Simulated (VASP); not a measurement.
Wanted: the native input for a VASP 6.6.1 run.

```yaml
Task: electric field gradients
Functional: LDA
Potentials_or_basis: VASP PAW LDA potentials, release 64 (B, As)
Cutoff: 520 eV
k_mesh: 13 × 13 × 13
Occupations: fermi-dirac, width 0.05 eV
Spin: no spin polarisation
Dipole_correction: no
Further_INCAR_settings: ALGO = Normal; EDIFF = 1e-08; NBANDS = 11
```

The structure of BAs lies in POSCAR:

```
BAs
1.0
    0.0000000000      2.3885000000      2.3885000000
    2.3885000000      0.0000000000      2.3885000000
    2.3885000000      2.3885000000      0.0000000000
B As
1 1
Direct
    0.0000000000      0.0000000000      0.0000000000
    0.7500000000      0.7500000000      0.7500000000
```

One way to write it, as run:

INCAR

```
SYSTEM = BAs
PREC = Accurate ; ENCUT = 520
EDIFF = 1E-8 ; ISMEAR = -1
SIGMA = 0.05 ; LREAL = .False.
LASPH = .True. ; NELM = 80
ALGO = Normal ; ISIF = 2
LWAVE = .False. ; LCHARG = .False.
GGA = CA ; LEFG = .True.
NBANDS = 11
```

KPOINTS

```
regular mesh
0
Gamma
  13 13 13
  0 0 0
```

Potentials or basis: VASP PAW LDA potentials, release 64 (B, As).

Run with:

```sh
$ cat potpaw_LDA.64/B/POTCAR potpaw_LDA.64/As/POTCAR > POTCAR
$ mpirun -np 1 vasp_std > vasp.out
```

Results of the run:

- Pressure: -3.1 GPa
- Band gap on the k mesh: 1.13 eV, indirect (least direct gap 3.25 eV)

Caveat: without QUAD_EFG the Cq values of the log hold for a quadrupole moment of 1 mb, not for the nuclei.

Wall time 62 s on 1 thread of AMD EPYC 7R13, with other jobs on the host, peak memory 0.13 GiB.
